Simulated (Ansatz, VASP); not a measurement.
**One calculation of Al, two programs**

```
Al
1.0
     4.04162   -4.04162    4.04162
    -4.04162   -4.04162   -4.04162
     4.04162    4.04162   -4.04162
Al
17
Direct
  0.48210 0.71688 0.73575
  0.76790 0.76743 0.50109
  0.76602 0.54284 0.72378
  0.04333 0.82027 0.27827
  0.99093 0.49063 0.45357
  0.04332 0.26561 0.72366
  0.26055 0.76000 0.00110
  0.32088 0.54309 0.27837
  0.26759 0.26746 0.50077
  0.21740 0.98207 0.73599
  0.53862 0.49069 0.00090
  0.48209 0.24694 0.26583
  0.53858 0.03831 0.54856
  0.63160 0.13109 0.00112
  0.74712 0.98177 0.26604
  0.99090 0.03793 0.00093
  0.92021 0.41949 0.00127
```

Alike in both runs: functional PBE; k mesh 5 × 5 × 5; occupations gaussian, width 0.1 eV; no spin polarisation.

Ansatz relaxed the structure, and its values are those at the end. VASP's run is a single point on that final structure, the one shown.

```csv
,VASP,Ansatz
version,VASP 6.6.1,Ansatz 0.2.0
potentials or method,"VASP PAW PBE potentials, release 64 (Al), cutoff 520 eV","scalar-relativistic, plane waves, PAW"
valence electrons in the cell,51,51
```

|  | VASP | Ansatz | Ansatz less VASP |
| --- | --- | --- | --- |
| gap on the k mesh at the Fermi level (eV) | none | none | - |
| rms of the force components (eV/Å) | 0.003 | 0.003 | 0.0000 |

A gap of «none» marks a metal or a gap that the smearing closes.
